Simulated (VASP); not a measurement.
Input of a VASP 6.6.1 run:

File INCAR:

```
SYSTEM = TiO2
ALGO     = Normal         ! electronic algorithm
EDIFF    = 1E-7           ! SCF threshold, eV
ENCUT    = 520            ! plane-wave cutoff, eV
ISIF     = 2              ! what is computed and relaxed
ISMEAR   = 0              ! smearing method
LASPH    = .TRUE.         ! aspherical terms in the spheres
LCHARG   = .TRUE.         ! write CHGCAR
LELF     = .TRUE.         ! ELF
LREAL    = .FALSE.        ! projectors in reciprocal space
LVHAR    = .TRUE.       
LWAVE    = .FALSE.        ! write WAVECAR
NBANDS   = 33             ! bands
NELM     = 100            ! most SCF steps
PREC     = Accurate       ! precision mode
SIGMA    = 0.05           ! smearing width, eV
```

Contents of KPOINTS:

```
k-points
0
G
  8 8 10
  0 0 0
```

File POSCAR:

```
TiO2
1.0
    4.2923349591      0.0000000000      0.0000000000
    0.0000000000      4.2923349591      0.0000000000
    0.0000000000      0.0000000000      2.7528015771
Ti O
2 4
Direct
    0.0000000000      0.0000000000      0.0000000000
    0.5000000000      0.5000000000      0.5000000000
    0.3039457556      0.3039457556      0.0000000000
    0.1960542444      0.8039457556      0.5000000000
    0.6960542444      0.6960542444      0.0000000000
    0.8039457556      0.1960542444      0.5000000000
```

Potentials or basis: VASP PAW LDA potentials, release 64 (Ti_sv, O).

Command:

```sh
$ cat potpaw_LDA.64/Ti_sv/POTCAR potpaw_LDA.64/O/POTCAR > POTCAR
$ mpirun -np 1 vasp_std > vasp.out
```

(1) What does it give for the largest force?

(2) What does it give for the pressure?

Results:

(1) 1.126 eV/Å.

(2) 67.9 GPa.

Caveat: the cell stands under pressure; forces of over 1 eV/Å act on the atoms, so gaps and moduli don't describe the material at rest.
